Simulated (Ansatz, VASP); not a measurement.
## SnO: VASP beside Ansatz

INCAR

```
ALGO = Normal
EDIFF = 1E-6
ENCUT = 520
GGA = PE
ISIF = 2
ISMEAR = 0
LASPH = True
LCHARG = False
LREAL = False
LWAVE = False
NBANDS = 28
NELM = 60
PREC = Accurate
SIGMA = 0.15
```

Contents of KPOINTS:

```
k-points
0
Gamma
  12 12 10
```

File POSCAR:

```
SnO
1.0
    3.8020000000      0.0000000000      0.0000000000
    0.0000000000      3.8020000000      0.0000000000
    0.0000000000      0.0000000000      4.8360000000
Sn O
2 2
Direct
    0.0000000000      0.5000000000      0.2385000000
    0.5000000000      0.0000000000      0.7615000000
    0.0000000000      0.0000000000     -0.1240694789
    0.5000000000      0.5000000000      0.0000000000
```

Input for Ansatz:

```yaml
crystal:
  lattice:
    - [3.802, 0.0, 0.0]
    - [0.0, 3.802, 0.0]
    - [0.0, 0.0, 4.836]
  atoms:
    - { symbol: Sn, position: [0.0, 0.5, 0.2385] }
    - { symbol: Sn, position: [0.5, 0.0, 0.7615] }
    - { symbol: O, position: [0.0, 0.0, -0.1240694789] }
    - { symbol: O, position: [0.5, 0.5, 0.0] }
basis:
  ecutwfc: 420
kpoints:
  mp_grid: { grid: [12, 12, 10] }
hamiltonian:
  xc: pbe
scf:
  occupations: { method: gaussian, width: 0.15 }
output:
  forces: true
  stress: true
  eigenvalues: true
```

Alike in both runs: task single point; functional PBE; k mesh 12 × 12 × 10; occupations gaussian, width 0.15 eV; no spin polarisation.

```csv
,VASP,Ansatz
version,VASP 6.6.1,Ansatz 0.2.0
potentials or method,"VASP PAW PBE potentials, release 64 (Sn_d, O), cutoff 520 eV","scalar-relativistic, plane waves, PAW"
valence electrons in the cell,40,40
```

```tsv
	VASP	Ansatz	Ansatz less VASP
gap on the k mesh at the Fermi level (eV)	none	none	-
pressure (GPa)	8.9	8.6	-0.25
traceless stress, the component that is largest in VASP (GPa)	13.71	13.38	-0.327
rms of the force components (eV/Å)	1.281	1.260	-0.0214
```

Atom by atom the forces differ by 0.031 eV/Å (rms over components). A gap of «none» marks a metal or a gap that the smearing closes. With one functional, cell and mesh, what is left measures potentials, basis and numerics.
